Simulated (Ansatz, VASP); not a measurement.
# SiO2: VASP beside Ansatz

```
CELL_PARAMETERS angstrom
4.94053 0.00000 0.00000
0.00000 4.94053 0.00000
0.00000 0.00000 6.85960
ATOMIC_POSITIONS crystal
Si 0.80486 0.80486 0.50000
Si 0.69514 0.30486 0.25000
Si 0.19514 0.19514 0.00000
Si 0.30486 0.69514 0.75000
O 0.26289 0.38577 0.81620
O 0.11423 0.76289 0.56620
O 0.73711 0.61423 0.31620
O 0.88577 0.23711 0.06620
O 0.76289 0.11423 0.43380
O 0.61423 0.73711 0.68380
O 0.23711 0.88577 0.93380
O 0.38577 0.26289 0.18380
```

Alike in both runs: functional LDA; k mesh 6 × 6 × 4; occupations gaussian, width 0.02 eV; no spin polarisation.

Ansatz relaxed the structure, and its values are those at the end. VASP's run is a single point on that final structure, the one shown.

```csv
,VASP,Ansatz
version,VASP 6.6.1,Ansatz 0.2.0
potentials or method,"VASP PAW LDA potentials, release 64 (Si, O), cutoff 520 eV","scalar-relativistic, plane waves, PAW"
valence electrons in the cell,64,64
```

|  | VASP | Ansatz | Ansatz less VASP |
| --- | --- | --- | --- |
| gap on the k mesh at the Fermi level (eV) | 5.56 | 5.56 | -0.002 |
| least direct gap on the mesh (eV) | 5.56 | 5.56 | -0.002 |
| pressure (GPa) | 0.6 | 0.0 | -0.60 |
| rms of the force components (eV/Å) | 0.016 | 0.001 | -0.0149 |

LDA's correlation is that of Perdew and Zunger in VASP and of Perdew and Wang (1992) in Ansatz.
